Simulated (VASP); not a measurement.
# Ru: single point with PBE

The system is Ru.

```
CELL_PARAMETERS angstrom
2.61415 0.00000 0.00000
-1.30708 2.26392 0.00000
0.00000 0.00000 2.41434
ATOMIC_POSITIONS crystal
Ru 0.00000 0.00000 0.00000
```

This isn't the form of Ru at room conditions, which is hcp.

```
Program                 : VASP 6.6.1
Task                    : single point
Functional              : PBE
Potentials or basis     : VASP PAW PBE potentials, release 64 (Ru_pv)
Cutoff                  : 520 eV
k mesh                  : 17 × 17 × 15
Occupations             : fermi-dirac, width 0.05 eV
Spin                    : no spin polarisation
Dipole correction       : no
k mesh for the DOS      : 26 × 26 × 23
Occupations for the DOS : tetrahedron
Further INCAR settings  : ALGO = Normal; EDIFF = 1e-07; NBANDS = 13
```

```
Valence electrons inside the program's atomic spheres : Ru 12.76
```

Levels at points of the mesh, in eV from the Fermi level:
```csv
k point,band 4,band 5,band 6,band 7,band 8,band 9,band 10,band 11
"(0.00, 0.00, 0.00)",-7.68,-5.83,-2.47,-2.47,2.00,2.00,10.86,15.04
"(0.50, 0.00, 0.00)",-6.06,-4.70,-0.58,0.62,1.45,2.21,9.02,10.86
```

Run time: 2.2 min on 1 thread of Intel Xeon 8259CL, with other jobs on the host, peak memory 0.28 GiB.
